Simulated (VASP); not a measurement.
# Sc (Fd-3m) in VASP: notebook, part 2 of 2

VASP 6.6.1. Earlier steps stand in the parts before.

**3. Single point, PBEsol**

This run uses another cell than the first one, of 30.59 Å³/atom.

File INCAR:

```
SYSTEM = Sc
ALGO = Fast
EDIFF = 1E-6
ENCUT = 520
GGA = PS
ISIF = 2
ISMEAR = 0
LASPH = .TRUE.
LCHARG = .FALSE.
LREAL = .FALSE.
LWAVE = .FALSE.
NBANDS = 18
NELM = 60
PREC = Accurate
SIGMA = 0.1
```

File KPOINTS:

```
k-points
0
G
  16 16 16
  0 0 0
```

File POSCAR:

```
Sc
1.0
    0.0000000000      3.1274854325      3.1274854325
    3.1274854325      0.0000000000      3.1274854325
    3.1274854325      3.1274854325      0.0000000000
Sc
2
Direct
    0.5000000000      0.5000000000      0.5000000000
    0.7500000000      0.7500000000      0.7500000000
```

Potentials or basis: VASP PAW PBE potentials, release 64 (Sc_sv).

Launch:

```console
$ cat potpaw_PBE.64/Sc_sv/POTCAR > POTCAR
$ mpirun -np 1 vasp_std > vasp.out
```

OUTCAR:

```text
SYSTEM = Sc
   EDIFF = 1E-6
   ENCUT = 520
   GGA = PS
   ISIF = 2
   ISMEAR = 0
   LASPH = .TRUE.
   LREAL = .FALSE.
   NELM = 60
   PREC = Accurate

 ion  position               nearest neighbor table
   1  0.500  0.500  0.500-   2 2.71   2 2.71   2 2.71   2 2.71
   2  0.750  0.750  0.750-   1 2.71   1 2.71   1 2.71   1 2.71

  LATTYP: Found a face centered cubic cell.
 ALAT       =     6.2549708650

  Lattice vectors:

 A1 = (   0.0000000000,   3.1274854325,   3.1274854325)
 A2 = (   3.1274854325,   0.0000000000,   3.1274854325)
 A3 = (   3.1274854325,   3.1274854325,   0.0000000000)

Analysis of symmetry for initial positions (statically):
=====================================================================
 Subroutine PRICEL returns:
 Original cell was already a primitive cell.

 Routine SETGRP: Setting up the symmetry group for a
 face centered cubic supercell.

 Subroutine GETGRP returns: Found 48 space group operations
 (whereof 24 operations were pure point group operations)
 out of a pool of 48 trial point group operations.

The static configuration has the point symmetry T_d .
 The point group associated with its full space group is O_h .

[... 162 lines left out ...]

 E-fermi :   2.1843     XC(G=0):  -8.9450

 val. band max:        2.1840742195   @ k =  -0.2500   0.1875   0.0000
 cond. band min:       2.1876601630   @ k =  -0.3125   0.1250   0.0000
 fundamental gap:      0.0035859435
 Fermi energy:         2.1842641657

 k-point     1 :       0.0000    0.0000    0.0000
  band No.  band energies     occupation
      1     -47.4106      2.00000
      2     -47.0800      2.00000
      3     -26.3059      2.00000
      4     -26.3059      2.00000
      5     -26.3059      2.00000
      6     -25.7656      2.00000
[... 481 lines left out ...]
      5     -26.3031      2.00000
      6     -25.7698      2.00000
[... 10 lines left out ...]
     17       3.9944      0.00000
     18       6.0708      0.00000

 [... further k-points ...]

------------------------ aborting loop because EDIFF is reached ----------------------------------------

  FORCE on cell =-STRESS in cart. coord.  units (eV):
  Direction    XX          YY          ZZ          XY          YZ          ZX
  --------------------------------------------------------------------------------------
  -------------------------------------------------------------------------------------
  Total       -0.0047007     -0.0047007     -0.0047007      0.0000000      0.0000000      0.0000000
  in kB       -0.1230985     -0.1230985     -0.1230985      0.0000000      0.0000000      0.0000000
  external PRESSURE =      -0.1230985 kB  Pullay stress =       0.0000000 kB

 VOLUME and BASIS-vectors are now :
 -----------------------------------------------------------------------------
  energy-cutoff  :      520.00
  volume of cell :       61.18
      direct lattice vectors                 reciprocal lattice vectors
     0.000000000  3.127485432  3.127485432    -0.159872847  0.159872847  0.159872847
     3.127485432  0.000000000  3.127485432     0.159872847 -0.159872847  0.159872847
     3.127485432  3.127485432  0.000000000     0.159872847  0.159872847 -0.159872847

 POSITION                                       TOTAL-FORCE (eV/Angst)
 -----------------------------------------------------------------------------------
      3.12749      3.12749      3.12749        -0.000000      0.000000      0.000000
      4.69123      4.69123      4.69123         0.000000     -0.000000     -0.000000
 -----------------------------------------------------------------------------------
    total drift:                                0.000000      0.000000      0.000000

  FREE ENERGIE OF THE ION-ELECTRON SYSTEM (eV)
  ---------------------------------------------------
  free  energy   TOTEN  =        -9.1707750932 eV

  energy  without entropy=       -9.1496197692  energy(sigma->0) =       -9.16019743
```

stdout:

```text
POSCAR found type information on POSCAR Sc
 POSCAR found :  1 types and       2 ions
 scaLAPACK will be used
 -----------------------------------------------------------------------------
|                                                                             |
|                                                                             |
|     You enforced a specific xc type in the INCAR file but a different       |
|     I HOPE YOU KNOW WHAT YOU ARE DOING!                                     |
|                                                                             |
 -----------------------------------------------------------------------------

 LDA part: xc-table for (Slater+PW92), standard interpolation
 POSCAR, INCAR and KPOINTS ok, starting setup
 FFT: planning ... GRIDC
 FFT: planning ... GRID_SOFT
 FFT: planning ... GRID
 WAVECAR not read
 entering main loop
```

Wall time 92 s (1 thread of Intel Xeon 6975P-C (Granite Rapids), shared host); peak memory 0.29 GiB.

What came out:

```
Free energy            : -9.1708 eV
Pressure               : 0.0 GPa
Band gap on the k mesh : zero (bands 11 and 12 overlap by 0.68 eV)
```

Caveat: the PAW data sets were made with another functional, which shifts forces and pressure a little.

**4. Relaxation of cell and atoms, PBEsol**

File INCAR:

```
  PREC = Accurate
  ENCUT = 600
  EDIFF = 1E-7
  ISMEAR = 0
  SIGMA = 0.1
  LREAL = False
  LASPH = True
  NELM = 60
  ALGO = Fast
  ISIF = 3
  LWAVE = False
  LCHARG = False
  GGA = PS
  IBRION = 2
  NSW = 100
  EDIFFG = -0.01
```

File KPOINTS:

```
regular mesh
0
Gamma
  16 16 16
```

File POSCAR:

```
Sc
1.0
    0.0000000000      3.0572459110      3.0572459110
    3.0572459110      0.0000000000      3.0572459110
    3.0572459110      3.0572459110      0.0000000000
Sc
2
Direct
    0.5000000000      0.5000000000      0.5000000000
    0.7500000000      0.7500000000      0.7500000000
```

Launch:

```console
$ cat potpaw_PBE.64/Sc_sv/POTCAR > POTCAR
$ mpirun -np 1 vasp_std > vasp.out
```

Wall time 5.4 min (1 thread of Intel Xeon 6975P-C (Granite Rapids), shared host); peak memory 0.31 GiB.

It converged, with:

* Free energy: -9.1711 eV
* Relaxed volume: 30.66 Å³/atom
* Relaxed cell: a = 4.426 Å, b = 4.426 Å, c = 4.426 Å, α = 60.00°, β = 60.00°, γ = 60.00°
* Space group after relaxing (to 0.1 Å): Fd-3m (No. 227)
* Energy gained by relaxing: 8.4 meV/atom
* Ionic steps: 4
* Pressure after relaxing: 0.0 GPa
* Band gap on the k mesh: zero (bands 11 and 12 overlap by 0.68 eV)

The path:
```csv
step,energy change (eV),largest force (eV/Å),pressure (GPa),volume (Å³)
1,0.0000,0.0000,1.29,57.15
2,-0.0120,0.0000,0.70,59.07
3,-0.0167,0.0000,0.08,61.06
4,-0.0168,0.0000,0.00,61.32
```

Final structure:
```cif
data_structure
_symmetry_space_group_name_H-M 'P 1'
_symmetry_Int_Tables_number 1
_cell_length_a 4.4263
_cell_length_b 4.4263
_cell_length_c 4.4263
_cell_angle_alpha 60.000
_cell_angle_beta 60.000
_cell_angle_gamma 60.000
_cell_volume 61.32
loop_
_atom_site_label
_atom_site_type_symbol
_atom_site_fract_x
_atom_site_fract_y
_atom_site_fract_z
_atom_site_occupancy
Sc1 Sc 0.50000 0.50000 0.50000 1
Sc2 Sc 0.75000 0.75000 0.75000 1
```

Levels at points of the mesh, in eV from the Fermi level:
```tsv
k point	band 9	band 10	band 11	band 12	band 13	band 14
(0.00, 0.00, 0.00)	-4.21	-0.04	-0.04	0.28	0.28	0.28
(0.50, 0.00, 0.00)	-1.76	-1.03	-0.08	-0.08	0.39	0.39
(0.50, 0.50, 0.00)	-1.17	-1.17	0.00	0.00	0.50	0.50
```

Caveat: the PAW data sets were made with another functional, which shifts forces and pressure a little.

**5. Relaxation of cell and atoms, PBEsol**

This run uses another cell than the first one, of 30.59 Å³/atom.

File INCAR:

```
SYSTEM = Sc
  PREC = Accurate
  ENCUT = 600
  EDIFF = 1E-6
  ISMEAR = 0
  SIGMA = 0.1
  LREAL = .FALSE.
  LASPH = .TRUE.
  NELM = 80
  ALGO = Fast
  ISIF = 3
  LWAVE = .FALSE.
  LCHARG = .FALSE.
  GGA = PS
  IBRION = 2
  NSW = 100
  EDIFFG = -0.01
```

File KPOINTS:

```
Automatic mesh
0
G
  16 16 16
  0 0 0
```

File POSCAR:

```
Sc
1.0
    0.0000000000      3.1274854325      3.1274854325
    3.1274854325      0.0000000000      3.1274854325
    3.1274854325      3.1274854325      0.0000000000
Sc
2
Direct
    0.5000000000      0.5000000000      0.5000000000
    0.7500000000      0.7500000000      0.7500000000
```

Launch:

```console
$ cat potpaw_PBE.64/Sc_sv/POTCAR > POTCAR
$ mpirun -np 1 vasp_std > vasp.out
```

It took 2.4 min on 1 thread of Intel Xeon 6975P-C (Granite Rapids), shared host; peak memory 0.31 GiB.

It converged, with:

```
Free energy                           : -9.1716 eV
Relaxed volume                        : 30.64 Å³/atom
Relaxed cell                          : a = 4.425 Å, b = 4.425 Å, c = 4.425 Å, α = 60.00°, β = 60.00°, γ = 60.00°
Space group after relaxing (to 0.1 Å) : Fd-3m (No. 227)
Energy gained by relaxing             : 0.0 meV/atom
Ionic steps                           : 2
Pressure after relaxing               : 0.0 GPa
Band gap on the k mesh                : zero (bands 11 and 12 overlap by 0.68 eV)
```

Final structure:
```cif
data_structure
_symmetry_space_group_name_H-M 'P 1'
_symmetry_Int_Tables_number 1
_cell_length_a 4.4252
_cell_length_b 4.4252
_cell_length_c 4.4252
_cell_angle_alpha 60.000
_cell_angle_beta 60.000
_cell_angle_gamma 60.000
_cell_volume 61.28
loop_
_atom_site_label
_atom_site_type_symbol
_atom_site_fract_x
_atom_site_fract_y
_atom_site_fract_z
_atom_site_occupancy
Sc1 Sc 0.50000 0.50000 0.50000 1
Sc2 Sc 0.75000 0.75000 0.75000 1
```

Levels at points of the mesh, in eV from the Fermi level:
```
           k point  band 7  band 8  band 9  band 10  band 11  band 12  band 13  band 14  band 15
(0.00, 0.00, 0.00)  -27.95  -27.95   -4.22    -0.04    -0.04     0.28     0.28     0.28     1.80
(0.50, 0.00, 0.00)  -27.89  -27.89   -1.76    -1.03    -0.08    -0.08     0.39     0.39     0.56
(0.50, 0.50, 0.00)  -27.82  -27.82   -1.17    -1.17     0.01     0.01     0.50     0.50     1.83
```

Caveat: the PAW data sets were made with another functional, which shifts forces and pressure a little.

**6. Summary**

```csv
task,cell,k mesh,cutoff (eV),gap on the mesh (eV),pressure (GPa),relaxed volume (Å³/atom)
single point,"a = 4.324 Å, angles 60.0°, 2 atoms",6 × 6 × 6,520,none,0.5,-
single point,"a = 4.423 Å, angles 60.0°, 2 atoms",16 × 16 × 16,520,none,0.0,-
relaxation of cell and atoms,"relaxed from a = 4.324 Å, angles 60.0°, 2 atoms",16 × 16 × 16,600,none,0.0,30.66
relaxation of cell and atoms,"relaxed from a = 4.423 Å, angles 60.0°, 2 atoms",16 × 16 × 16,600,none,0.0,30.64
```

Alike in all rows: level PBEsol; potentials or basis VASP PAW PBE potentials, release 64 (Sc_sv); no spin polarisation; smearing gaussian 0.1 eV.

Caveats: the PAW data sets were made with another functional, which shifts forces and pressure a little.

Total energies depend on the potentials used, so only differences within one code and one set of settings carry meaning.

The gap in the log of VASP goes by the Fermi energy; the results here count the filled bands.